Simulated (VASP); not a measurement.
# Rh (P6_3/mmc) in VASP: notebook

Runs on Rh. Level: PBEsol. Tasks: single point.

All numbers are computed with VASP 6.6.1; they aren't measurements. Logs are shortened: lines on timing, memory, paths and dates and some standing lists are left out, and cuts for length are marked.

## Step 1: The cell of the first run

Symmetry: P6_3/mmc, No. 194, hexagonal system. The conventional cell has a = 2.649 Å, b = 2.649 Å, c = 4.296 Å, α = 90.00°, β = 90.00°, γ = 120.00°. Within 3.5 Å of Rh (site symmetry -6m2) lie 12 Rh at 2.64 to 2.65 Å.

This isn't the form of Rh at room conditions, which is fcc.

## Step 2: Single point, PBEsol (strain -0.030 along x and y, -0.030 along z)

INCAR reads:

```
SYSTEM = Rh
  PREC = Accurate
  ENCUT = 520
  EDIFF = 1E-6
  ISMEAR = 0
  SIGMA = 0.15
  LREAL = .FALSE.
  LASPH = .TRUE.
  NELM = 80
  ALGO = Fast
  ISIF = 2
  LWAVE = .FALSE.
  LCHARG = .FALSE.
  GGA = PS
  NBANDS = 22
```

KPOINTS reads:

```
Automatic mesh
0
G
  21 21 12
  0 0 0
```

POSCAR reads:

```
Rh
1.0
    2.6490496710      0.0000000000      0.0000000000
   -1.3245248355      2.2941443109      0.0000000000
    0.0000000000      0.0000000000      4.2956343300
Rh
2
Direct
    0.6666666667      0.3333333333      0.7500000000
    0.3333333333      0.6666666667      0.2500000000
```

Potentials or basis: VASP PAW PBE potentials, release 64 (Rh_pv).

Started as:

```console
cat potpaw_PBE.64/Rh_pv/POTCAR > POTCAR
mpirun -np 1 vasp_std > vasp.out
```

OUTCAR:

```text
SYSTEM = Rh
   PREC = Accurate
   ENCUT = 520
   EDIFF = 1E-6
   ISMEAR = 0
   LREAL = .FALSE.
   LASPH = .TRUE.
   NELM = 80
   ISIF = 2
   GGA = PS

 ion  position               nearest neighbor table
   1  0.667  0.333  0.750-   2 2.64   2 2.64   2 2.64   2 2.64   2 2.64   2 2.64
   2  0.333  0.667  0.250-   1 2.64   1 2.64   1 2.64   1 2.64   1 2.64   1 2.64

  LATTYP: Found a hexagonal cell.
 ALAT       =     2.6490496710
 C/A-ratio  =     1.6215756077

  Lattice vectors:

 A1 = (   2.6490496710,   0.0000000000,   0.0000000000)
 A2 = (  -1.3245248355,   2.2941443109,   0.0000000000)
 A3 = (   0.0000000000,   0.0000000000,   4.2956343300)

Analysis of symmetry for initial positions (statically):
=====================================================================
 Subroutine PRICEL returns:
 Original cell was already a primitive cell.

 Routine SETGRP: Setting up the symmetry group for a
 hexagonal supercell.

 Subroutine GETGRP returns: Found 24 space group operations
 (whereof 12 operations were pure point group operations)
 out of a pool of 24 trial point group operations.

The static configuration has the point symmetry D_3d.
 The point group associated with its full space group is D_6h.

Analysis of symmetry for dynamics (positions and initial velocities):
=====================================================================
 Subroutine PRICEL returns:
 Original cell was already a primitive cell.

 Routine SETGRP: Setting up the symmetry group for a
 hexagonal supercell.

 Subroutine GETGRP returns: Found 24 space group operations
 (whereof 12 operations were pure point group operations)
 out of a pool of 24 trial point group operations.

The dynamic configuration has the point symmetry D_3d.
 The point group associated with its full space group is D_6h.

 Subroutine INISYM returns: Found 24 space group operations
 (whereof 12 operations are pure point group operations),
 and found     1 'primitive' translations

----------------------------------------------------------------------------------------

                                     Primitive cell

  volume of cell :      26.1059

  direct lattice vectors                    reciprocal lattice vectors
     2.649049671  0.000000000  0.000000000     0.377493865  0.217946185  0.000000000
    -1.324524836  2.294144311  0.000000000     0.000000000  0.435892370  0.000000000
     0.000000000  0.000000000  4.295634330     0.000000000  0.000000000  0.232794489

  length of vectors
     2.649049671  2.649049671  4.295634330     0.435892370  0.435892370  0.232794489

  position of ions in fractional coordinates (direct lattice)
     0.666666667  0.333333333  0.750000000
     0.333333333  0.666666667  0.250000000

  ion indices of the primitive-cell ions
   primitive index   ion index
                 1           1
                 2           2

----------------------------------------------------------------------------------------

 KPOINTS: Automatic mesh

Automatic generation of k-mesh.
 Grid dimensions read from file:
 generate k-points for:   21   21   12

 Generating k-lattice:

  Cartesian coordinates                     Fractional coordinates (reciprocal lattice)
     0.017975898  0.010378390  0.000000000     0.047619048 -0.000000000  0.000000000
     0.000000000  0.020756780  0.000000000     0.000000000  0.047619048  0.000000000
     0.000000000  0.000000000  0.019399541     0.000000000  0.000000000  0.083333333

  Length of vectors
     0.020756780  0.020756780  0.019399541

  Shift w.r.t. Gamma in fractional coordinates (k-lattice)
     0.000000000  0.000000000  0.000000000

 Subroutine IBZKPT returns following result:
 ===========================================

 Found    336 irreducible k-points:

 Following reciprocal coordinates:
            Coordinates               Weight
  0.000000  0.000000  0.000000      1.000000
  0.047619  0.000000  0.000000      6.000000
  0.095238 -0.000000  0.000000      6.000000
  0.142857  0.000000  0.000000      6.000000
  0.190476 -0.000000  0.000000      6.000000
  0.238095  0.000000  0.000000      6.000000
[... 16 lines left out ...]
  0.142857  0.095238  0.000000     12.000000
  0.190476  0.095238  0.000000     12.000000
 [... further k-points ...]
   k-points           NKPTS =    336   k-points in BZ     NKDIM =    336   number of bands    NBANDS=     22
   number of dos      NEDOS =    301   number of ions     NIONS =      2
   total plane-waves  NPLWV =  12800
   dimension x,y,z NGX =    20 NGY =   20 NGZ =   32
   dimension x,y,z NGXF=    40 NGYF=   40 NGZF=   64
   ions per type =               2
   NGX,Y,Z   is equivalent  to a cutoff of  12.55, 12.55, 12.38 a.u.
   NGXF,Y,Z  is equivalent  to a cutoff of  25.10, 25.10, 24.77 a.u.
 SYSTEM =  Rh
   PREC   = accura    normal or accurate (medium, high low for compatibility)
   ISTART =      0    job   : 0-new  1-cont  2-samecut
   ICHARG =      2    charge: 1-file 2-atom 10-const
   ISPIN  =      1    spin polarized calculation?
   LNONCOLLINEAR =      F non collinear calculations
   LSORBIT =      F    spin-orbit coupling
   LASPH  =      T    aspherical Exc in radial PAW
   ENCUT  =  520.0 eV  38.22 Ry    6.18 a.u.   4.93  4.93  7.99*2*pi/ulx,y,z
   NELM   =     80;   NELMIN=  2; NELMDL= -5     # of ELM steps
   EDIFF  = 0.1E-05   stopping-criterion for ELM
   LREAL  =      F    real-space projection
   EDIFFG = 0.1E-04   stopping-criterion for IOM
   NSW    =      0    number of steps for IOM
   IBRION =     -1    ionic relax: 0-MD 1-quasi-New 2-CG
   NFREE  =      0    steps in history (QN), initial steepest desc. (CG)
   ISIF   =      2    stress and relaxation
   ISYM   =      2    0-nonsym 1-usesym 2-fastsym
   POTIM  = 0.5000    time-step for ionic-motion
   TEBEG  =    0.0;   TEEND  =   0.0 temperature during run
   PSTRESS=    0.0 pullay stress
   NELECT =      30.0000    total number of electrons
   NUPDOWN=      -1.0000    fix difference up-down
   EMIN   =  10.00;   EMAX   =-10.00  energy-range for DOS
   EFERMI =   0.00;   METHOD = LEGACY
   ISMEAR =     0;   SIGMA  =   0.15  broadening in eV -4-tet -1-fermi 0-gaus
   EFERMI_NEDOS =   21; number of points for ismear=-14 and -15
   IALGO  =     68    algorithm
   IMIX   =      4    mixing-type and parameters
     AMIX     =   0.40;   BMIX     =  1.00
     AMIX_MAG =   1.60;   BMIX_MAG =  1.00
  volume/ion in A,a.u.               =      13.05        88.09
  Fermi-wavevector in a.u.,A,eV,Ry     =   1.714757  3.240421 40.006447  2.940391
  Thomas-Fermi vector in A             =   2.792256
   LORBIT       =      0    0 simple, 1 ext, 2 COOP (PROOUT), +10 PAW based schemes
   GGA     = PS    functional components
   LHFCALC =     F    Hartree Fock is set to
   AEXX    =    0.0000 exact exchange contribution
   IVDW    =     0    specifies the selected vdW correction
   LEPSILON=     F    determine dielectric tensor
   LRPA    =     F    only Hartree local field effects (RPA)
 non-spin polarized calculation
 RMM-DIIS sequential band-by-band and
 Gauss-broadening in eV      SIGMA  =   0.15
  energy-cutoff  :      520.00
  volume of cell :       26.11
 maximum number of plane-waves:       732
 NGX is ok and might be reduce to    20
   NGX =  9   NGY =  9   NGZ = 15

 number of electron      29.9999995 magnetization

 Free energy of the ion-electron system (eV)
  ---------------------------------------------------
  ext. energy  EPLUGINS =         0.00000000
  ---------------------------------------------------
  free energy    TOTEN  =       -16.17632932 eV

  energy without entropy =      -16.14419809  energy(sigma->0) =      -16.16026370

 E-fermi :  12.8432     XC(G=0): -14.5537

 val. band max:       12.8420026642   @ k =   0.3810   0.1429   0.2500
 cond. band min:      12.8432942600   @ k =   0.2857   0.0952   0.2500
 fundamental gap:      0.0012915958
 Fermi energy:        12.8431820040

 k-point     1 :       0.0000    0.0000    0.0000
  band No.  band energies     occupation
      1     -34.5727      2.00000
      2     -33.7894      2.00000
      3     -33.7894      2.00000
      4     -33.6768      2.00000
      5     -33.6639      2.00000
      6     -33.6639      2.00000
[... 14 lines left out ...]
     21      30.8929      0.00000
     22      31.6435      0.00000

 k-point     2 :       0.0476    0.0000    0.0000
  band No.  band energies     occupation
      1     -34.5663      2.00000
      2     -33.8041      2.00000
      3     -33.7942      2.00000
      4     -33.6794      2.00000
      5     -33.6792      2.00000
      6     -33.6662      2.00000
[... 14 lines left out ...]
     21      30.9954      0.00000
     22      31.7493      0.00000

 k-point     3 :       0.0952   -0.0000    0.0000
  band No.  band energies     occupation
      1     -34.5475      2.00000
      2     -33.8471      2.00000
      3     -33.8079      2.00000
      4     -33.7236      2.00000
      5     -33.6871      2.00000
      6     -33.6730      2.00000
[... 14 lines left out ...]
     21      31.2783      0.00000
     22      31.9632      0.00000

 k-point     4 :       0.1429    0.0000    0.0000
  band No.  band energies     occupation
      1     -34.5171      2.00000
      2     -33.9144      2.00000
      3     -33.8291      2.00000
      4     -33.7924      2.00000
      5     -33.7000      2.00000
      6     -33.6840      2.00000
[... 14 lines left out ...]
     21      31.6242      0.00000
     22      31.9139      0.00000

 k-point     5 :       0.1905   -0.0000    0.0000
  band No.  band energies     occupation
      1     -34.4766      2.00000
      2     -34.0002      2.00000
      3     -33.8785      2.00000
      4     -33.8555      2.00000
      5     -33.7182      2.00000
      6     -33.6984      2.00000
[... 417 lines left out ...]
 k-point    22 :       0.0952    0.0952    0.0000
  band No.  band energies     occupation
      1     -34.4994      2.00000
      2     -33.9401      2.00000
      3     -33.8790      2.00000
      4     -33.7962      2.00000
      5     -33.7078      2.00000
      6     -33.6994      2.00000
[... 14 lines left out ...]
     21      31.0537      0.00000
     22      31.9293      0.00000

 k-point    23 :       0.1429    0.0952    0.0000
  band No.  band energies     occupation
      1     -34.4597      2.00000
      2     -34.0131      2.00000
      3     -33.9490      2.00000
      4     -33.8354      2.00000
      5     -33.7261      2.00000
      6     -33.7200      2.00000
[... 14 lines left out ...]
     21      29.9111      0.00000
     22      31.4411      0.00000

 k-point    24 :       0.1905    0.0952    0.0000
  band No.  band energies     occupation
      1     -34.4120      2.00000
      2     -34.1002      2.00000
      3     -34.0252      2.00000
      4     -33.8771      2.00000
      5     -33.7498      2.00000
      6     -33.7418      2.00000
[... 14 lines left out ...]
     21      28.9767      0.00000
     22      30.5061      0.00000

 [... further k-points ...]

------------------------ aborting loop because EDIFF is reached ----------------------------------------

  FORCE on cell =-STRESS in cart. coord.  units (eV):
  Direction    XX          YY          ZZ          XY          YZ          ZX
  --------------------------------------------------------------------------------------
  -------------------------------------------------------------------------------------
  Total        2.0394171      2.0394171      1.8164290      0.0000000      0.0000000      0.0000000
  in kB      125.1637314    125.1637314    111.4784366      0.0000000      0.0000000      0.0000000
  external PRESSURE =     120.6019665 kB  Pullay stress =       0.0000000 kB

 VOLUME and BASIS-vectors are now :
 -----------------------------------------------------------------------------
  energy-cutoff  :      520.00
  volume of cell :       26.11
      direct lattice vectors                 reciprocal lattice vectors
     2.649049671  0.000000000  0.000000000     0.377493865  0.217946185  0.000000000
    -1.324524836  2.294144311  0.000000000     0.000000000  0.435892370  0.000000000
     0.000000000  0.000000000  4.295634330     0.000000000  0.000000000  0.232794489

 POSITION                                       TOTAL-FORCE (eV/Angst)
 -----------------------------------------------------------------------------------
      1.32452      0.76471      3.22173         0.000000     -0.000000      0.000000
     -0.00000      1.52943      1.07391        -0.000000      0.000000      0.000000
 -----------------------------------------------------------------------------------
    total drift:                               -0.000000      0.000000     -0.000000

  FREE ENERGIE OF THE ION-ELECTRON SYSTEM (eV)
  ---------------------------------------------------
  free  energy   TOTEN  =       -16.1763293213 eV

  energy  without entropy=      -16.1441980876  energy(sigma->0) =      -16.16026370
```

It took 86 s on 1 thread of Intel Xeon Platinum 8488C (Sapphire Rapids), shared host; peak memory 0.25 GiB.

What came out:

```
Free energy            : -16.1763 eV
Pressure               : 12.1 GPa
Band gap on the k mesh : zero (bands 15 and 16 overlap by 2.61 eV)
```

Levels at points of the mesh, in eV from the Fermi level:
```tsv
k point	band 11	band 12	band 13	band 14	band 15	band 16	band 17	band 18	band 19	band 20
(0.00, 0.00, 0.00)	-3.32	-2.75	-2.75	-2.07	-2.07	0.15	0.15	0.55	9.07	15.81
(0.00, 0.00, 0.50)	-3.43	-3.43	-3.43	-3.43	-0.47	-0.47	-0.47	-0.47	14.94	14.94
```

Caveat: the cell differs from its parent crystal (strain -0.030 along x and y, -0.030 along z); the cell stands under pressure; the PAW data sets were made with another functional, which shifts forces and pressure a little.

## Step 3: Single point, PBEsol (strain -0.030 along x and y, -0.015 along z)

INCAR reads:

```
PREC = Accurate ; ENCUT = 520
EDIFF = 1E-6 ; ISMEAR = 0
SIGMA = 0.15 ; LREAL = False
LASPH = True ; NELM = 100
ALGO = Fast ; ISIF = 2
LWAVE = False ; LCHARG = True
GGA = PS ; LELF = True
LVHAR = True ; NBANDS = 22
```

KPOINTS reads:

```
Automatic mesh
0
Gamma
  21 21 12
```

Edit POSCAR of step 2 so:

```diff
@@ -4,3 +4,3 @@
    -1.3245248355      2.2941443109      0.0000000000
-    0.0000000000      0.0000000000      4.2956343300
+    0.0000000000      0.0000000000      4.3620616650
 Rh
```

Potentials or basis: VASP PAW PBE potentials, release 64 (Rh_pv).

Started as:

```console
cat potpaw_PBE.64/Rh_pv/POTCAR > POTCAR
mpirun -np 1 vasp_std > vasp.out
```

Run time: 85 s. Hardware: 1 thread of Intel Xeon Platinum 8488C (Sapphire Rapids), shared host; peak memory 0.26 GiB.

The run converged. Its results:

| Quantity | Value |
| --- | --- |
| Free energy | -16.1938 eV |
| Pressure | 6.9 GPa |
| Band gap on the k mesh | zero (bands 15 and 16 overlap by 2.57 eV) |

Stress tensor (GPa, compression positive):
```
9.00 0.00 0.00
0.00 9.00 0.00
0.00 0.00 2.60
```

Levels at points of the mesh, in eV from the Fermi level:
```csv
k point,band 11,band 12,band 13,band 14,band 15,band 16,band 17,band 18,band 19,band 20
"(0.00, 0.00, 0.00)",-3.22,-2.70,-2.70,-1.89,-1.89,0.17,0.17,0.42,8.69,15.92
"(0.00, 0.00, 0.50)",-3.30,-3.30,-3.30,-3.30,-0.44,-0.44,-0.44,-0.44,14.79,14.79
```

Caveat: the cell differs from its parent crystal (strain -0.030 along x and y, -0.015 along z); the stress differs along the axes, from 3 to 9 GPa; the PAW data sets were made with another functional, which shifts forces and pressure a little.

(Part 1 of 2 ends here.)
